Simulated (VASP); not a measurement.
Crystal: ZnS.

```
Zn S
1.0
     3.17923    0.00000    0.00000
     0.00000    3.17923    0.00000
     0.00000    0.00000    3.17923
Zn S
1 1
Direct
  0.00000 0.00000 0.00000
  0.50000 0.50000 0.50000
```

Base run:

| Quantity | Value |
| --- | --- |
| Program | VASP 6.6.1 |
| Functional | PBE |
| Potentials or basis | VASP PAW PBE potentials, release 64 (Zn, S) |
| Cutoff | 520 eV |
| k mesh | 6 × 6 × 6 |
| Occupations | fermi-dirac, width 0.02 eV |
| Spin | no spin polarisation |

Its results: band gap on the k mesh zero (band 9 reaches 4.95 eV, above the bottom of band 10 at 4.16 eV); pressure 1.1 GPa.

After a change of settings the same cell gave: band gap on the k mesh zero (band 9 reaches 5.09 eV, above the bottom of band 10 at 3.85 eV); pressure 2.1 GPa. Which change was it?
A. functional from PBE to r2SCAN
B. functional from PBE to PBEsol; cutoff from 520 eV to 500 eV; k mesh from 6 × 6 × 6 to 8 × 8 × 8
C. cutoff from 520 eV to 500 eV; k mesh from 6 × 6 × 6 to 4 × 4 × 4

C.

Caveats: some runs use coarse meshes.
